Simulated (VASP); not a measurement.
Input of a VASP 6.6.1 run:

The input POSCAR:

```
Te
1.0
    4.0057653685      0.0000000000      0.0000000000
   -2.0028826842      3.4690945708      0.0000000000
    0.0000000000      0.0000000000      4.3282674719
Te
2
Direct
    0.3333333333      0.6666666667      0.2500000000
    0.6666666667      0.3333333333      0.7500000000
```

File INCAR.step1:

```
PREC = Accurate
ENCUT = 520
ISMEAR = -1
SIGMA = 0.1
LREAL = F
LASPH = T
NELM = 60
NBANDS = 13
GGA = PE
ALGO = Normal
EDIFF = 1E-4
LWAVE = T
LCHARG = F
```

File INCAR.step2:

```
PREC = Accurate
ENCUT = 520
EDIFF = 1E-6
ISMEAR = -1
SIGMA = 0.1
LREAL = F
LASPH = T
NELM = 60
ALGO = Normal
ISIF = 2
LWAVE = F
LCHARG = T
METAGGA = R2SCAN
LMIXTAU = T
LELF = T
LVHAR = T
NBANDS = 13
ISTART = 1
```

File KPOINTS:

```
Automatic mesh
0
Gamma
  10 10 8
```

Potentials or basis: VASP PAW PBE potentials, release 64 (Te).

Launch:

```sh
$ cat potpaw_PBE.64/Te/POTCAR > POTCAR
$ cp INCAR.step1 INCAR
$ mpirun -np 1 vasp_std > vasp.out
$ cp INCAR.step2 INCAR
$ mpirun -np 1 vasp_std > vasp.out
```

Problem. Predict the pressure.

Solution. 2.2 GPa.

Problem. Predict the band gap on the k mesh.

Solution. Zero (band 6 reaches 8.16 eV, above the bottom of band 7 at 6.22 eV).

Stress tensor (GPa, compression positive):
```
1.94 0.00 0.00
0.00 1.94 0.00
0.00 0.00 2.80
```

Caveat: the PAW data sets were made with another functional, which shifts forces and pressure a little; spin-orbit coupling is left out, which moves the levels of the heavy elements.
